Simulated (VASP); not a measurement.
# CsSnI3 (P4/mmm) in VASP: notebook, part 2 of 2

VASP 6.6.1.

### 4 Single point, PBE (uniaxial z strain +2.0%)

File INCAR:

```
  PREC = Accurate
  ENCUT = 520
  EDIFF = 1E-6
  ISMEAR = -1
  SIGMA = 0.02
  LREAL = F
  LASPH = T
  NELM = 100
  ALGO = Normal
  ISIF = 2
  LWAVE = F
  LCHARG = F
  GGA = PE
  NBANDS = 30
```

File KPOINTS:

```
regular mesh
0
Gamma
  4 4 4
```

File POSCAR:

```
CsSnI3
1.0
    6.2414907048      0.0000000000      0.0000000000
    0.0000000000      6.2414907048      0.0000000000
    0.0000000000      0.0000000000      6.3663205189
Cs Sn I
1 1 3
Direct
    0.0000000000      0.0000000000      0.0000000000
    0.5000000000      0.5000000000      0.5000000000
    0.5000000000      0.5000000000      0.0000000000
    0.5000000000      0.0000000000      0.5000000000
    0.0000000000      0.5000000000      0.5000000000
```

Potentials or basis: VASP PAW PBE potentials, release 64 (Cs_sv, Sn_d, I).

Started as:

```console
$ cat potpaw_PBE.64/Cs_sv/POTCAR potpaw_PBE.64/Sn_d/POTCAR potpaw_PBE.64/I/POTCAR > POTCAR
$ mpirun -np 1 vasp_std > vasp.out
```

OUTCAR:

```text
PREC = Accurate
   ENCUT = 520
   EDIFF = 1E-6
   ISMEAR = -1
   LREAL = F
   LASPH = T
   NELM = 100
   ISIF = 2
   GGA = PE

 ion  position               nearest neighbor table
   1  0.000  0.000  0.000-
   2  0.500  0.500  0.500-   4 3.12   5 3.12   4 3.12   5 3.12   3 3.18   3 3.18
   3  0.500  0.500  0.000-   2 3.18   2 3.18
   4  0.500  0.000  0.500-   2 3.12   2 3.12
   5  0.000  0.500  0.500-   2 3.12   2 3.12

  LATTYP: Found a simple tetragonal cell.
 ALAT       =     6.2414907048
 C/A-ratio  =     1.0200000000

  Lattice vectors:

 A1 = (   6.2414907048,   0.0000000000,   0.0000000000)
 A2 = (   0.0000000000,   6.2414907048,   0.0000000000)
 A3 = (   0.0000000000,   0.0000000000,   6.3663205189)

Analysis of symmetry for initial positions (statically):
=====================================================================
 Subroutine PRICEL returns:
 Original cell was already a primitive cell.

 Routine SETGRP: Setting up the symmetry group for a
 simple tetragonal supercell.

 Subroutine GETGRP returns: Found 16 space group operations
 (whereof 16 operations were pure point group operations)
 out of a pool of 16 trial point group operations.

The static configuration has the point symmetry D_4h.

Analysis of symmetry for dynamics (positions and initial velocities):
=====================================================================
 Subroutine PRICEL returns:
 Original cell was already a primitive cell.

 Routine SETGRP: Setting up the symmetry group for a
 simple tetragonal supercell.

 Subroutine GETGRP returns: Found 16 space group operations
 (whereof 16 operations were pure point group operations)
 out of a pool of 16 trial point group operations.

The dynamic configuration has the point symmetry D_4h.

 Subroutine INISYM returns: Found 16 space group operations
 (whereof 16 operations are pure point group operations),
 and found     1 'primitive' translations

----------------------------------------------------------------------------------------

                                     Primitive cell

  volume of cell :     248.0077

  direct lattice vectors                    reciprocal lattice vectors
     6.241490705  0.000000000  0.000000000     0.160218135  0.000000000  0.000000000
     0.000000000  6.241490705  0.000000000     0.000000000  0.160218135  0.000000000
     0.000000000  0.000000000  6.366320519     0.000000000  0.000000000  0.157076603

  length of vectors
     6.241490705  6.241490705  6.366320519     0.160218135  0.160218135  0.157076603

  position of ions in fractional coordinates (direct lattice)
     0.000000000  0.000000000  0.000000000
     0.500000000  0.500000000  0.500000000
     0.500000000  0.500000000  0.000000000
     0.500000000  0.000000000  0.500000000
     0.000000000  0.500000000  0.500000000

  ion indices of the primitive-cell ions
   primitive index   ion index
                 1           1
                 2           2
                 3           3
                 4           4
                 5           5

----------------------------------------------------------------------------------------

 KPOINTS: regular mesh

Automatic generation of k-mesh.
 Grid dimensions read from file:
 generate k-points for:    4    4    4

 Generating k-lattice:

  Cartesian coordinates                     Fractional coordinates (reciprocal lattice)
     0.040054534  0.000000000  0.000000000     0.250000000  0.000000000  0.000000000
     0.000000000  0.040054534  0.000000000     0.000000000  0.250000000  0.000000000
     0.000000000  0.000000000  0.039269151     0.000000000  0.000000000  0.250000000

  Length of vectors
     0.040054534  0.040054534  0.039269151

  Shift w.r.t. Gamma in fractional coordinates (k-lattice)
     0.000000000  0.000000000  0.000000000

 Subroutine IBZKPT returns following result:
 ===========================================

 Found     18 irreducible k-points:

 Following reciprocal coordinates:
            Coordinates               Weight
  0.000000  0.000000  0.000000      1.000000
  0.250000  0.000000  0.000000      4.000000
  0.500000  0.000000  0.000000      2.000000
  0.250000  0.250000  0.000000      4.000000
  0.500000  0.250000  0.000000      4.000000
  0.500000  0.500000  0.000000      1.000000
[... 10 lines left out ...]
  0.500000  0.250000  0.500000      4.000000
  0.500000  0.500000  0.500000      1.000000
   k-points           NKPTS =     18   k-points in BZ     NKDIM =     18   number of bands    NBANDS=     30
   number of dos      NEDOS =    301   number of ions     NIONS =      5
   total plane-waves  NPLWV = 110592
   dimension x,y,z NGX =    48 NGY =   48 NGZ =   48
   dimension x,y,z NGXF=    96 NGYF=   96 NGZF=   96
   ions per type =               1   1   3
   NGX,Y,Z   is equivalent  to a cutoff of  12.79, 12.79, 12.53 a.u.
   NGXF,Y,Z  is equivalent  to a cutoff of  25.57, 25.57, 25.07 a.u.
 SYSTEM =  unknown system
   PREC   = accura    normal or accurate (medium, high low for compatibility)
   ISTART =      0    job   : 0-new  1-cont  2-samecut
   ICHARG =      2    charge: 1-file 2-atom 10-const
   ISPIN  =      1    spin polarized calculation?
   LNONCOLLINEAR =      F non collinear calculations
   LSORBIT =      F    spin-orbit coupling
   LASPH  =      T    aspherical Exc in radial PAW
   ENCUT  =  520.0 eV  38.22 Ry    6.18 a.u.  11.61 11.61 11.84*2*pi/ulx,y,z
   NELM   =    100;   NELMIN=  2; NELMDL= -5     # of ELM steps
   EDIFF  = 0.1E-05   stopping-criterion for ELM
   LREAL  =      F    real-space projection
   EDIFFG = 0.1E-04   stopping-criterion for IOM
   NSW    =      0    number of steps for IOM
   IBRION =     -1    ionic relax: 0-MD 1-quasi-New 2-CG
   NFREE  =      0    steps in history (QN), initial steepest desc. (CG)
   ISIF   =      2    stress and relaxation
   ISYM   =      2    0-nonsym 1-usesym 2-fastsym
   POTIM  = 0.5000    time-step for ionic-motion
   TEBEG  =    0.0;   TEEND  =   0.0 temperature during run
   PSTRESS=    0.0 pullay stress
   NELECT =      44.0000    total number of electrons
   NUPDOWN=      -1.0000    fix difference up-down
   EMIN   =  10.00;   EMAX   =-10.00  energy-range for DOS
   EFERMI =   0.00;   METHOD = LEGACY
   ISMEAR =    -1;   SIGMA  =   0.02  broadening in eV -4-tet -1-fermi 0-gaus
   EFERMI_NEDOS =   21; number of points for ismear=-14 and -15
   IALGO  =     38    algorithm
   IMIX   =      4    mixing-type and parameters
     AMIX     =   0.40;   BMIX     =  1.00
     AMIX_MAG =   1.60;   BMIX_MAG =  1.00
  volume/ion in A,a.u.               =      49.60       334.73
  Fermi-wavevector in a.u.,A,eV,Ry     =   0.919893  1.738346 11.513294  0.846203
  Thomas-Fermi vector in A             =   2.045138
   LORBIT       =      0    0 simple, 1 ext, 2 COOP (PROOUT), +10 PAW based schemes
   GGA     = PE    functional components
   LHFCALC =     F    Hartree Fock is set to
   AEXX    =    0.0000 exact exchange contribution
   IVDW    =     0    specifies the selected vdW correction
   LEPSILON=     F    determine dielectric tensor
   LRPA    =     F    only Hartree local field effects (RPA)
 non-spin polarized calculation
  energy-cutoff  :      520.00
  volume of cell :      248.01
 maximum number of plane-waves:      6728
 NGX is ok and might be reduce to    48
   NGX = 23   NGY = 23   NGZ = 23

 number of electron      43.9999988 magnetization

 Free energy of the ion-electron system (eV)
  ---------------------------------------------------
  ext. energy  EPLUGINS =         0.00000000
  ---------------------------------------------------
  free energy    TOTEN  =       -13.96719285 eV

  energy without entropy =      -13.96719182  energy(sigma->0) =      -13.96719233

 E-fermi :   2.6417     XC(G=0):  -7.3719

 val. band max:        2.4526979621   @ k =   0.5000   0.5000   0.5000
 cond. band min:       2.8308288904   @ k =   0.5000   0.5000   0.5000
 fundamental gap:      0.3781309283
 Fermi energy:         2.6417073775

 k-point     1 :       0.0000    0.0000    0.0000
  band No.  band energies     occupation
      1     -19.7244      2.00000
      2     -19.5839      2.00000
      3     -19.5824      2.00000
      4     -19.5691      2.00000
      5     -19.5691      2.00000
      6     -19.5649      2.00000
[... 583 lines left out ...]
     29       6.6617      0.00000
     30       7.7252      0.00000

------------------------ aborting loop because EDIFF is reached ----------------------------------------

  FORCE on cell =-STRESS in cart. coord.  units (eV):
  Direction    XX          YY          ZZ          XY          YZ          ZX
  --------------------------------------------------------------------------------------
  -------------------------------------------------------------------------------------
  Total        0.5843207      0.5843207     -0.3832130      0.0000000      0.0000000      0.0000000
  in kB        3.7748237      3.7748237     -2.4756294      0.0000000      0.0000000      0.0000000
  external PRESSURE =       1.6913393 kB  Pullay stress =       0.0000000 kB

 VOLUME and BASIS-vectors are now :
 -----------------------------------------------------------------------------
  energy-cutoff  :      520.00
  volume of cell :      248.01
      direct lattice vectors                 reciprocal lattice vectors
     6.241490705  0.000000000  0.000000000     0.160218135  0.000000000  0.000000000
     0.000000000  6.241490705  0.000000000     0.000000000  0.160218135  0.000000000
     0.000000000  0.000000000  6.366320519     0.000000000  0.000000000  0.157076603

 POSITION                                       TOTAL-FORCE (eV/Angst)
 -----------------------------------------------------------------------------------
      0.00000      0.00000      0.00000         0.000000      0.000000      0.000000
      3.12075      3.12075      3.18316         0.000000      0.000000      0.000000
      3.12075      3.12075      0.00000         0.000000      0.000000      0.000000
      3.12075      0.00000      3.18316         0.000000      0.000000      0.000000
      0.00000      3.12075      3.18316         0.000000      0.000000      0.000000
 -----------------------------------------------------------------------------------
    total drift:                                0.000000     -0.000000     -0.000000

  FREE ENERGIE OF THE ION-ELECTRON SYSTEM (eV)
  ---------------------------------------------------
  free  energy   TOTEN  =       -13.9671928492 eV

  energy  without entropy=      -13.9671918199  energy(sigma->0) =      -13.96719233
```

OSZICAR:

```text
N       E                     dE             d eps       ncg     rms          rms(c)
DAV:   1     0.339648003123E+03    0.33965E+03   -0.17912E+04  1080   0.132E+03
DAV:   2     0.295683140325E+02   -0.31008E+03   -0.29588E+03  1258   0.271E+02
DAV:   3    -0.125194499702E+02   -0.42088E+02   -0.41571E+02  1328   0.113E+02
DAV:   4    -0.142273423532E+02   -0.17079E+01   -0.17038E+01  1374   0.264E+01
DAV:   5    -0.142845809331E+02   -0.57239E-01   -0.57233E-01  1656   0.459E+00    0.395E+00
DAV:   6    -0.139905388670E+02    0.29404E+00   -0.42725E-01  1342   0.334E+00    0.257E+00
DAV:   7    -0.139621249244E+02    0.28414E-01   -0.31908E-01  1402   0.219E+00    0.106E+00
DAV:   8    -0.139674500529E+02   -0.53251E-02   -0.47709E-02  1304   0.140E+00    0.299E-01
DAV:   9    -0.139669096110E+02    0.54044E-03   -0.50036E-03  1378   0.512E-01    0.132E-01
DAV:  10    -0.139671436652E+02   -0.23405E-03   -0.80257E-04  1276   0.137E-01    0.496E-02
DAV:  11    -0.139671955249E+02   -0.51860E-04   -0.29989E-04  1436   0.109E-01    0.372E-02
DAV:  12    -0.139671968165E+02   -0.12916E-05   -0.30887E-05  1390   0.310E-02    0.278E-02
DAV:  13    -0.139671941694E+02    0.26471E-05   -0.28731E-06  1166   0.124E-02    0.129E-02
DAV:  14    -0.139671927984E+02    0.13710E-05   -0.47837E-06  1346   0.139E-02    0.728E-04
DAV:  15    -0.139671928492E+02   -0.50750E-07   -0.40160E-07   824   0.267E-03
   1 F= -.13967193E+02 E0= -.13967192E+02  d E =-.102924E-05
```

stdout:

```text
POSCAR found type information on POSCAR CsSnI
 POSCAR found :  3 types and       5 ions
 scaLAPACK will be used
 LDA part: xc-table for (Slater+PW92), standard interpolation
 POSCAR, INCAR and KPOINTS ok, starting setup
 FFT: planning ... GRIDC
 FFT: planning ... GRID_SOFT
 FFT: planning ... GRID
 WAVECAR not read
 entering main loop
```

Wall time 2.4 min (1 thread of Oxide Virtual Turin-like, shared host); peak memory 0.36 GiB.

What came out:

```yaml
Free_energy: -13.9672 eV
Pressure: 0.2 GPa
Band_gap_on_the_k_mesh: 0.38 eV, direct
```

Levels at points of the mesh, in eV from the valence-band top:
| k point | band 18 | band 19 | band 20 | band 21 | band 22 | band 23 | band 24 | band 25 | band 26 | band 27 |
| --- | --- | --- | --- | --- | --- | --- | --- | --- | --- | --- |
| (0.00, 0.00, 0.00) | -2.11 | -2.11 | -1.98 | -1.98 | -1.97 | 2.34 | 3.31 | 3.35 | 3.65 | 3.65 |
| (0.50, 0.00, 0.00) | -2.35 | -2.26 | -2.09 | -2.08 | -1.41 | 1.21 | 3.85 | 4.05 | 4.07 | 4.38 |
| (0.50, 0.50, 0.00) | -2.42 | -2.42 | -2.33 | -1.55 | -0.64 | 0.88 | 0.88 | 3.73 | 4.34 | 4.50 |
| (0.00, 0.00, 0.50) | -2.31 | -2.26 | -2.08 | -2.08 | -1.54 | 1.18 | 3.76 | 4.06 | 4.34 | 4.40 |
| (0.50, 0.00, 0.50) | -2.41 | -2.37 | -2.32 | -1.58 | -0.76 | 0.84 | 0.93 | 4.10 | 4.34 | 4.50 |
| (0.50, 0.50, 0.50) | -2.31 | -1.57 | -1.57 | -1.53 | 0.00 | 0.38 | 0.50 | 0.50 | 3.17 | 4.14 |

Caveat: the cell differs from its parent crystal (uniaxial z strain +2.0%); spin-orbit coupling is left out, which moves the levels of the heavy elements. A k mesh can miss the band edges.

### 5 Summary

```csv
cell,gap on the mesh (eV),pressure (GPa)
"a = 6.241, b = 6.241, c = 6.179 Å, 5 atoms",0.31,0.7
"a = 6.241, b = 6.241, c = 6.304 Å, 5 atoms",0.38,0.3
"a = 6.241, b = 6.241, c = 6.366 Å, 5 atoms",0.38,0.2
```

Alike in all rows: task single point; level PBE; potentials or basis VASP PAW PBE potentials, release 64 (Cs_sv, Sn_d, I); no spin polarisation; k mesh 4 × 4 × 4; cutoff (eV) 520; smearing fermi-dirac 0.02 eV.

Caveats: spin-orbit coupling is left out, which moves the levels of the heavy elements.

Absolute energies hang on the potentials; compare differences alone.
